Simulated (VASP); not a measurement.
Crystal: Ir.

```
Ir
1.0
     2.75138    0.00000    0.00000
    -1.37569    2.38276    0.00000
     0.00000    0.00000    4.50691
Ir
2
Direct
  0.33333 0.66667 0.25000
  0.66667 0.33333 0.75000
```

Base run:

```yaml
Program: VASP 6.6.1
Functional: PBE
Potentials_or_basis: VASP PAW PBE potentials, release 64 (Ir)
Cutoff: 520 eV
k_mesh: 9 × 9 × 5
Occupations: fermi-dirac, width 0.05 eV
Spin: no spin polarisation
```

Its results: band gap on the k mesh zero (band 9 reaches 10.61 eV, above the bottom of band 10 at 7.74 eV); pressure -4.4 GPa.

Task: The run is repeated on the same cell with these changes: functional from PBE to PBEsol; further incar settings from ALGO = Normal; EDIFF = 1e-07; NBANDS = 16 to ALGO = Normal; EDIFF = 1e-06; NBANDS = 16. What comes out?

Result: Band gap on the k mesh zero (band 9 reaches 10.46 eV, above the bottom of band 10 at 7.56 eV); pressure -15.0 GPa.

Caveats: spin-orbit coupling is left out, which moves the levels of the heavy elements; the PAW data sets were made with another functional, which shifts forces and pressure a little (some runs).
